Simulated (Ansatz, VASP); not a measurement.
**One calculation of TaBr4F, two programs**

The input INCAR:

```
SYSTEM = TaBr4F
PREC     = Accurate       ! precision mode
ENCUT    = 520            ! plane-wave cutoff, eV
EDIFF    = 1E-6           ! SCF threshold, eV
ISMEAR   = 0              ! smearing method
SIGMA    = 0.1            ! smearing width, eV
LREAL    = .False.        ! projectors in reciprocal space
LASPH    = .True.         ! aspherical terms in the spheres
NELM     = 150            ! most SCF steps
ALGO     = Normal         ! electronic algorithm
ISIF     = 2              ! what is computed and relaxed
LWAVE    = .False.        ! write WAVECAR
LCHARG   = .True.         ! write CHGCAR
ISPIN    = 2              ! spin polarisation
MAGMOM   = 1 0 0 0 0 0    ! initial moments
LORBIT   = 11             ! projections on sites
LMAXMIX  = 4              ! l up to which the mixer works
GGA      = PE             ! functional
LELF     = .True.         ! ELF
LVHAR    = .True.       
NBANDS   = 36             ! bands
```

The input KPOINTS:

```
regular mesh
0
Gamma
  4 4 4
  0 0 0
```

The input POSCAR:

```
TaBr4F
1.0
    4.3375497700      0.0000000000      0.0000000000
    0.0000000000      4.3375497700      0.0000000000
    0.0000000000      0.0000000000      7.3463546400
Ta Br F
1 4 1
Direct
    0.0000000000      0.0000000000      0.0000000000
    0.0000000000      0.0000000000      0.6049659800
    0.5000000000      0.5000000000      0.1051210000
    0.5000000000      0.5000000000      0.8948790000
    0.0000000000      0.0000000000      0.3950340200
    0.5000000000      0.5000000000      0.5000000000
```

Input for Ansatz:

```yaml
crystal:
  lattice:
    - [4.33754977, 0.0, 0.0]
    - [0.0, 4.33754977, 0.0]
    - [0.0, 0.0, 7.34635464]
  atoms:
    - { symbol: Ta, position: [0.0, 0.0, 0.0], spin: 1.0 }
    - { symbol: Br, position: [0.0, 0.0, 0.60496598] }
    - { symbol: Br, position: [0.5, 0.5, 0.105121] }
    - { symbol: Br, position: [0.5, 0.5, 0.894879] }
    - { symbol: Br, position: [0.0, 0.0, 0.39503402] }
    - { symbol: F, position: [0.5, 0.5, 0.5] }
basis:
  ecutwfc: 420
kpoints:
  mp_grid: { grid: [4, 4, 4] }
hamiltonian:
  xc: pbe
scf:
  occupations: { method: gaussian, width: 0.1 }
  lower_state_search: "off"
output:
  forces: true
  stress: true
  eigenvalues: true
  populations: true
magnetization:
  spin_polarized: true
```

Change from the starting cell: species swapped into the YHoC4 type (P4/mmm, No. 123).

Alike in both runs: task single point; functional PBE; k mesh 4 × 4 × 4; occupations gaussian, width 0.1 eV; collinear spin.

```csv
,VASP,Ansatz
version,VASP 6.6.1,Ansatz 0.2.0
potentials or method,"VASP PAW PBE potentials, release 64 (Ta_pv, Br, F), cutoff 520 eV","scalar-relativistic, plane waves, PAW"
valence electrons in the cell,46,48
```

Ansatz gave:

```
gap on the k mesh at the Fermi level (eV)                     : none
rms of the force components (eV/Å)                            : 33.250
net moment per atom (μB)                                      : 0.34
size of the moment on the site where the two differ most (μB) : 1.39
```

Question: Which values does VASP return?

Answer: gap on the k mesh at the Fermi level (eV): none; rms of the force components (eV/Å): 35.498; net moment per atom (μB): 0.34; size of the moment on the site where the two differ most (μB): 1.42.

Site moments also hang on the region over which each program counts them. Atom by atom the forces differ by 2.248 eV/Å (rms over components). A gap of «none» marks a metal or a gap that the smearing closes. With one functional, cell and mesh, what is left measures potentials, basis and numerics. VASP's potentials hold 46 valence electrons a cell and Ansatz's 48, so a difference there can come from the potentials and not from the codes.

The k mesh is coarse, so the values compare programs but aren't converged. Spin-orbit coupling is off throughout.
